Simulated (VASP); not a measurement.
# HfC (P-6m2) in VASP: a series of runs

The runs below take HfC through single point, relaxation of cell and atoms, with PBE.

All numbers are computed with VASP 6.6.1; they aren't measurements. Logs are shortened: lines on timing, memory, paths and dates and some standing lists are left out, and cuts for length are marked.

## Step 1: The cell of the first run

Symmetry: P-6m2, No. 187, hexagonal system. Conventional cell: a = 3.235 Å, b = 3.235 Å, c = 2.914 Å, α = 90.00°, β = 90.00°, γ = 120.00°. Within 3.1 Å of Hf (site symmetry -6m2) lie 6 C at 2.37 Å and 2 Hf at 2.91 Å. C (site symmetry -6m2) has 6 Hf at 2.37 Å and 2 C at 2.91 Å within 3.1 Å.

The cell was built from a structure type or drawn by symmetry, and may not be a known phase.

## Step 2: Single point, PBE

Contents of INCAR:

```
ALGO     = Normal         # electronic algorithm
EDIFF    = 1E-7           # SCF threshold, eV
ENCUT    = 520            # plane-wave cutoff, eV
GGA      = PE             # functional
ISIF     = 2              # what is computed and relaxed
ISMEAR   = 0              # smearing method
LASPH    = True           # aspherical terms in the spheres
LCHARG   = False          # write CHGCAR
LREAL    = False          # projectors in reciprocal space
LWAVE    = False          # write WAVECAR
NBANDS   = 14             # bands
NELM     = 100            # most SCF steps
PREC     = Accurate       # precision mode
SIGMA    = 0.1            # smearing width, eV
```

Contents of KPOINTS:

```
k-points
0
Gamma
  18 18 18
```

Contents of POSCAR:

```
HfC
1.0
    3.2354336828      0.0000000000      0.0000000000
   -1.6177168414      2.8019677616      0.0000000000
    0.0000000000      0.0000000000      2.9144563806
Hf C
1 1
Direct
    0.3333333333      0.6666666667      0.0000000000
    0.6666666667      0.3333333333      0.5000000000
```

Potentials or basis: VASP PAW PBE potentials, release 64 (Hf_pv, C).

Command:

```
> cat potpaw_PBE.64/Hf_pv/POTCAR potpaw_PBE.64/C/POTCAR > POTCAR
> mpirun -np 1 vasp_std > vasp.out
```

OUTCAR:

```text
EDIFF = 1E-7
   ENCUT = 520
   GGA = PE
   ISIF = 2
   ISMEAR = 0
   LASPH = True
   LREAL = False
   NELM = 100
   PREC = Accurate

 ion  position               nearest neighbor table
   1  0.333  0.667  0.000-   2 2.37   2 2.37   2 2.37   2 2.37   2 2.37   2 2.37
   2  0.667  0.333  0.500-   1 2.37   1 2.37   1 2.37   1 2.37   1 2.37   1 2.37

  LATTYP: Found a hexagonal cell.
 ALAT       =     3.2354336828
 C/A-ratio  =     0.9007931135

  Lattice vectors:

 A1 = (   3.2354336828,   0.0000000000,   0.0000000000)
 A2 = (  -1.6177168414,   2.8019677616,   0.0000000000)
 A3 = (   0.0000000000,   0.0000000000,   2.9144563806)

Analysis of symmetry for initial positions (statically):
=====================================================================
 Subroutine PRICEL returns:
 Original cell was already a primitive cell.

 Routine SETGRP: Setting up the symmetry group for a
 hexagonal supercell.

 Subroutine GETGRP returns: Found 12 space group operations
 (whereof 12 operations were pure point group operations)
 out of a pool of 24 trial point group operations.

The static configuration has the point symmetry D_3h.

Analysis of symmetry for dynamics (positions and initial velocities):
=====================================================================
 Subroutine PRICEL returns:
 Original cell was already a primitive cell.

 Routine SETGRP: Setting up the symmetry group for a
 hexagonal supercell.

 Subroutine GETGRP returns: Found 12 space group operations
 (whereof 12 operations were pure point group operations)
 out of a pool of 24 trial point group operations.

The dynamic configuration has the point symmetry D_3h.

 Subroutine INISYM returns: Found 12 space group operations
 (whereof 12 operations are pure point group operations),
 and found     1 'primitive' translations

----------------------------------------------------------------------------------------

                                     Primitive cell

  volume of cell :      26.4212

  direct lattice vectors                    reciprocal lattice vectors
     3.235433683  0.000000000  0.000000000     0.309077576  0.178446022  0.000000000
    -1.617716841  2.801967762  0.000000000     0.000000000  0.356892043  0.000000000
     0.000000000  0.000000000  2.914456381     0.000000000  0.000000000  0.343117161

  length of vectors
     3.235433683  3.235433683  2.914456381     0.356892043  0.356892043  0.343117161

  position of ions in fractional coordinates (direct lattice)
     0.333333333  0.666666667  0.000000000
     0.666666667  0.333333333  0.500000000

  ion indices of the primitive-cell ions
   primitive index   ion index
                 1           1
                 2           2

----------------------------------------------------------------------------------------

 KPOINTS: k-points

Automatic generation of k-mesh.
 Grid dimensions read from file:
 generate k-points for:   18   18   18

 Generating k-lattice:

  Cartesian coordinates                     Fractional coordinates (reciprocal lattice)
     0.017170976  0.009913668  0.000000000     0.055555556 -0.000000000  0.000000000
     0.000000000  0.019827336  0.000000000     0.000000000  0.055555556  0.000000000
     0.000000000  0.000000000  0.019062065     0.000000000  0.000000000  0.055555556

  Length of vectors
     0.019827336  0.019827336  0.019062065

  Shift w.r.t. Gamma in fractional coordinates (k-lattice)
     0.000000000  0.000000000  0.000000000

 Subroutine IBZKPT returns following result:
 ===========================================

 Found    370 irreducible k-points:

 Following reciprocal coordinates:
            Coordinates               Weight
  0.000000  0.000000  0.000000      1.000000
  0.055556  0.000000  0.000000      6.000000
  0.111111  0.000000  0.000000      6.000000
  0.166667  0.000000  0.000000      6.000000
  0.222222 -0.000000  0.000000      6.000000
  0.277778 -0.000000  0.000000      6.000000
[... 16 lines left out ...]
  0.333333  0.111111  0.000000     12.000000
  0.388889  0.111111  0.000000     12.000000
 [... further k-points ...]
   k-points           NKPTS =    370   k-points in BZ     NKDIM =    370   number of bands    NBANDS=     14
   number of dos      NEDOS =    301   number of ions     NIONS =      2
   total plane-waves  NPLWV =  13824
   dimension x,y,z NGX =    24 NGY =   24 NGZ =   24
   dimension x,y,z NGXF=    48 NGYF=   48 NGZF=   48
   ions per type =               1   1
   NGX,Y,Z   is equivalent  to a cutoff of  12.33, 12.33, 13.69 a.u.
   NGXF,Y,Z  is equivalent  to a cutoff of  24.66, 24.66, 27.38 a.u.
 SYSTEM =  unknown system
   PREC   = accura    normal or accurate (medium, high low for compatibility)
   ISTART =      0    job   : 0-new  1-cont  2-samecut
   ICHARG =      2    charge: 1-file 2-atom 10-const
   ISPIN  =      1    spin polarized calculation?
   LNONCOLLINEAR =      F non collinear calculations
   LSORBIT =      F    spin-orbit coupling
   LASPH  =      T    aspherical Exc in radial PAW
   ENCUT  =  520.0 eV  38.22 Ry    6.18 a.u.   6.02  6.02  5.42*2*pi/ulx,y,z
   NELM   =    100;   NELMIN=  2; NELMDL= -5     # of ELM steps
   EDIFF  = 0.1E-06   stopping-criterion for ELM
   LREAL  =      F    real-space projection
   EDIFFG = 0.1E-05   stopping-criterion for IOM
   NSW    =      0    number of steps for IOM
   IBRION =     -1    ionic relax: 0-MD 1-quasi-New 2-CG
   NFREE  =      0    steps in history (QN), initial steepest desc. (CG)
   ISIF   =      2    stress and relaxation
   ISYM   =      2    0-nonsym 1-usesym 2-fastsym
   POTIM  = 0.5000    time-step for ionic-motion
   TEBEG  =    0.0;   TEEND  =   0.0 temperature during run
   PSTRESS=    0.0 pullay stress
   NELECT =      14.0000    total number of electrons
   NUPDOWN=      -1.0000    fix difference up-down
   EMIN   =  10.00;   EMAX   =-10.00  energy-range for DOS
   EFERMI =   0.00;   METHOD = LEGACY
   ISMEAR =     0;   SIGMA  =   0.10  broadening in eV -4-tet -1-fermi 0-gaus
   EFERMI_NEDOS =   21; number of points for ismear=-14 and -15
   IALGO  =     38    algorithm
   IMIX   =      4    mixing-type and parameters
     AMIX     =   0.40;   BMIX     =  1.00
     AMIX_MAG =   1.60;   BMIX_MAG =  1.00
  volume/ion in A,a.u.               =      13.21        89.15
  Fermi-wavevector in a.u.,A,eV,Ry     =   1.324748  2.503410 23.877625  1.754956
  Thomas-Fermi vector in A             =   2.454259
   LORBIT       =      0    0 simple, 1 ext, 2 COOP (PROOUT), +10 PAW based schemes
   GGA     = PE    functional components
   LHFCALC =     F    Hartree Fock is set to
   AEXX    =    0.0000 exact exchange contribution
   IVDW    =     0    specifies the selected vdW correction
   LEPSILON=     F    determine dielectric tensor
   LRPA    =     F    only Hartree local field effects (RPA)
 non-spin polarized calculation
 Gauss-broadening in eV      SIGMA  =   0.10
  energy-cutoff  :      520.00
  volume of cell :       26.42
 maximum number of plane-waves:       729
   NGX = 13   NGY = 13   NGZ = 11

 number of electron      14.0000000 magnetization

 Free energy of the ion-electron system (eV)
  ---------------------------------------------------
  ext. energy  EPLUGINS =         0.00000000
  ---------------------------------------------------
  free energy    TOTEN  =       -19.51757022 eV

  energy without entropy =      -19.51662856  energy(sigma->0) =      -19.51709939

 E-fermi :   5.4330     XC(G=0): -11.9794

 val. band max:        5.4144768084   @ k =   0.2222   0.1667   0.0000
 cond. band min:       5.4491474849   @ k =   0.3333  -0.0000   0.0556
 fundamental gap:      0.0346706765
 Fermi energy:         5.4329662731

 k-point     1 :       0.0000    0.0000    0.0000
  band No.  band energies     occupation
      1     -24.3156      2.00000
      2     -24.3156      2.00000
      3     -23.9060      2.00000
      4      -6.4076      2.00000
      5       3.9232      2.00000
      6       3.9232      2.00000
      7       4.3456      2.00000
      8       7.1295      0.00000
      9      10.3542      0.00000
     10      11.7059      0.00000
     11      11.7059      0.00000
     12      12.2067      0.00000
     13      12.2067      0.00000
     14      19.0663      0.00000

 k-point     2 :       0.0556    0.0000    0.0000
  band No.  band energies     occupation
      1     -24.3344      2.00000
      2     -24.3198      2.00000
      3     -23.9039      2.00000
      4      -6.3440      2.00000
      5       3.7455      2.00000
      6       3.9747      2.00000
      7       4.4090      2.00000
      8       7.0272      0.00000
      9      10.5857      0.00000
     10      11.6816      0.00000
     11      11.8228      0.00000
     12      12.0612      0.00000
     13      12.1728      0.00000
     14      19.0374      0.00000

 k-point     3 :       0.1111    0.0000    0.0000
  band No.  band energies     occupation
      1     -24.3882      2.00000
      2     -24.3317      2.00000
      3     -23.8977      2.00000
      4      -6.1586      2.00000
      5       3.3205      2.00000
      6       4.1246      2.00000
      7       4.5479      2.00000
      8       6.7592      0.00000
      9      11.1944      0.00000
     10      11.6124      0.00000
     11      11.6888      0.00000
     12      12.0817      0.00000
     13      12.1269      0.00000
     14      18.9289      0.00000

 k-point     4 :       0.1667    0.0000    0.0000
  band No.  band energies     occupation
      1     -24.4694      2.00000
      2     -24.3500      2.00000
      3     -23.8882      2.00000
      4      -5.8666      2.00000
      5       2.7841      2.00000
      6       4.3585      2.00000
      7       4.7242      2.00000
      8       6.4041      0.00000
      9      11.1686      0.00000
     10      11.5090      0.00000
     11      11.9612      0.00000
     12      12.0726      0.00000
     13      12.5176      0.00000
     14      18.8310      0.00000

 k-point     5 :       0.2222   -0.0000    0.0000
  band No.  band energies     occupation
      1     -24.5673      2.00000
      2     -24.3723      2.00000
      3     -23.8765      2.00000
      4      -5.4928      2.00000
      5       2.2301      2.00000
      6       4.6525      2.00000
      7       4.8916      2.00000
      8       6.0304      0.00000
      9      10.7323      0.00000
     10      11.3863      0.00000
     11      11.8443      0.00000
[... 276 lines left out ...]
 k-point    22 :       0.2778    0.1111    0.0000
  band No.  band energies     occupation
      1     -24.7609      2.00000
      2     -24.4529      2.00000
      3     -23.8492      2.00000
      4      -4.5190      2.00000
      5       1.2806      2.00000
      6       4.5033      2.00000
      7       5.3590      1.70452
      8       5.7067      0.00011
      9      10.1305      0.00000
     10      10.7645      0.00000
     11      11.9157      0.00000
     12      13.8888      0.00000
     13      14.7136      0.00000
     14      19.0696      0.00000

 k-point    23 :       0.3333    0.1111    0.0000
  band No.  band energies     occupation
      1     -24.8260      2.00000
      2     -24.4760      2.00000
      3     -23.8401      2.00000
      4      -4.1552      2.00000
      5       0.9951      2.00000
      6       4.3345      2.00000
      7       5.1684      1.99982
      8       5.9999      0.00000
      9      10.2133      0.00000
     10      10.6118      0.00000
     11      11.8983      0.00000
     12      14.0810      0.00000
     13      15.2449      0.00000
     14      18.8232      0.00000

 k-point    24 :       0.3889    0.1111    0.0000
  band No.  band energies     occupation
      1     -24.8680      2.00000
      2     -24.4910      2.00000
      3     -23.8342      2.00000
      4      -3.9004      2.00000
      5       0.8135      2.00000
      6       4.1822      2.00000
      7       5.0506      2.00000
      8       6.1957      0.00000
      9      10.4191      0.00000
     10      10.5138      0.00000
     11      11.7799      0.00000
     12      14.1859      0.00000
     13      15.7381      0.00000
     14      18.0926      0.00000

 [... further k-points ...]
[... 5 lines left out ...]
  --------------------------------------------------------------------------------------
  -------------------------------------------------------------------------------------
  Total       -0.1106028     -0.1106028     -0.1966831      0.0000000     -0.0000000      0.0000000
  in kB       -6.7069242     -6.7069242    -11.9268121      0.0000000     -0.0000000      0.0000000
  external PRESSURE =      -8.4468868 kB  Pullay stress =       0.0000000 kB

 VOLUME and BASIS-vectors are now :
 -----------------------------------------------------------------------------
  energy-cutoff  :      520.00
  volume of cell :       26.42
      direct lattice vectors                 reciprocal lattice vectors
     3.235433683  0.000000000  0.000000000     0.309077576  0.178446022  0.000000000
    -1.617716841  2.801967762  0.000000000     0.000000000  0.356892043  0.000000000
     0.000000000  0.000000000  2.914456381     0.000000000  0.000000000  0.343117161

 POSITION                                       TOTAL-FORCE (eV/Angst)
 -----------------------------------------------------------------------------------
     -0.00000      1.86798      0.00000        -0.000000      0.000000      0.000000
      1.61772      0.93399      1.45723         0.000000     -0.000000      0.000000
 -----------------------------------------------------------------------------------
    total drift:                               -0.000000      0.000000     -0.000000

  FREE ENERGIE OF THE ION-ELECTRON SYSTEM (eV)
  ---------------------------------------------------
  free  energy   TOTEN  =       -19.5175702245 eV

  energy  without entropy=      -19.5166285610  energy(sigma->0) =      -19.51709939
```

It took 71 s on 1 thread of Intel Xeon Platinum 8259CL at 2.50GHz (Skylake/Cascade Lake), shared host; peak memory 0.25 GiB.

Results:

```yaml
Free_energy: -19.5176 eV
Pressure: -0.8 GPa
Band_gap_on_the_k_mesh: zero (bands 7 and 8 overlap by 0.02 eV)
```

Levels at points of the mesh, in eV from the Fermi level:
| k point | band 3 | band 4 | band 5 | band 6 | band 7 | band 8 | band 9 | band 10 | band 11 | band 12 |
| --- | --- | --- | --- | --- | --- | --- | --- | --- | --- | --- |
| (0.00, 0.00, 0.00) | -29.34 | -11.84 | -1.51 | -1.51 | -1.09 | 1.70 | 4.92 | 6.27 | 6.27 | 6.77 |
| (0.50, 0.00, 0.00) | -29.27 | -9.34 | -4.80 | -0.77 | -0.44 | 0.33 | 5.54 | 5.83 | 6.33 | 8.17 |
| (0.00, 0.00, 0.50) | -29.65 | -8.43 | -5.97 | -0.37 | -0.37 | 2.17 | 2.17 | 5.36 | 5.36 | 6.18 |
| (0.50, 0.00, 0.50) | -29.77 | -9.09 | -3.87 | -2.26 | -2.22 | 1.76 | 6.50 | 7.08 | 7.91 | 9.67 |

Caveat: spin-orbit coupling is left out, which moves the levels of the heavy elements.

(Part 1 of 2 ends here.)
